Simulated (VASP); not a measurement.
Runs of VASP 6.6.1 on Mn3Cu. The structure is that of space group Pm-3m (No. 221), or close to it. The cells are those of the table. 

| task | spin | fixed moment (μB) | cell | cutoff (eV) | gap on the mesh (eV) | pressure (GPa) | moment (μB) |
| --- | --- | --- | --- | --- | --- | --- | --- |
| relaxation of cell and atoms | collinear, ferromagnetic start | - | relaxed from a = 3.534 Å, 4 atoms | 600 | none | 0.0 | (a) |
| single point | collinear, ferromagnetic start | 7.5 | a = 3.534 Å, 4 atoms | 520 | - | 24.4 | 7.50 |
| single point | off | - | a = 3.735 Å, 4 atoms | 520 | none | -28.1 | - |
| single point | off | - | a = 3.437 Å, 4 atoms | 520 | none | 22.0 | - |

Alike in all rows: level PBE; potentials or basis VASP PAW PBE potentials, release 64 (Mn_pv, Cu); k mesh 12 × 12 × 12; smearing gaussian 0.1 eV.

Question: Estimate the missing entries.

Answer: (a) 1.83.

Caveats: the cell stands under pressure (at least some runs); the total moment is fixed, so each spin has its own Fermi level (at least some runs); the cell stands under tension (at least some runs).

A gap of «none» marks levels without a gap at the run's occupations.
